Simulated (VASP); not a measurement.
Set up this calculation in VASP 6.6.1, as the native input.

* Task: electric field gradients
* Functional: LDA
* Potentials or basis: VASP PAW LDA potentials, release 64 (Ga_d, As)
* Cutoff: 520 eV
* k mesh: 11 × 11 × 11
* Occupations: fermi-dirac, width 0.05 eV
* Spin: no spin polarisation
* Dipole correction: no
* Further INCAR settings: ALGO = Normal; EDIFF = 1e-08; NBANDS = 16

The structure of GaAs lies in POSCAR:

```
GaAs
1.0
    0.0000000000      2.8268500000      2.7420445000
    2.8268500000      0.0000000000      2.7420445000
    2.8268500000      2.8268500000      0.0000000000
Ga As
1 1
Direct
    0.0000000000      0.0000000000      0.0000000000
    0.7500000000      0.7500000000      0.7500000000
```

This cell differs from its parent crystal: zz strain of -3 %.

The input as run:

INCAR

```
PREC = Accurate
ENCUT = 520
EDIFF = 1E-8
ISMEAR = -1
SIGMA = 0.05
LREAL = False
LASPH = True
NELM = 80
ALGO = Normal
ISIF = 2
LWAVE = False
LCHARG = False
LEFG = True
NBANDS = 16
```

KPOINTS

```
regular mesh
0
Gamma
  11 11 11
```

Potentials or basis: VASP PAW LDA potentials, release 64 (Ga_d, As).

The run is started by

```bash
$ cat potpaw_LDA.64/Ga_d/POTCAR potpaw_LDA.64/As/POTCAR > POTCAR
$ mpirun -np 1 vasp_std > vasp.out
```

It gave:

* Pressure: 0.6 GPa
* Band gap on the k mesh: 0.44 eV
* Largest electric field gradient by atom: Ga +5.1; As -7.1 V/Å²

Caveat: the cell differs from its parent crystal (zz strain of -3 %); without QUAD_EFG the Cq values of the log hold for a quadrupole moment of 1 mb, not for the nuclei; an odd mesh through Γ misses points on the zone boundary, where band edges can lie.

Run time: 53 s on 1 thread of Intel(R) Xeon(R) Platinum 8488C (Sapphire Rapids), with other jobs on the host, peak memory 0.22 GiB.
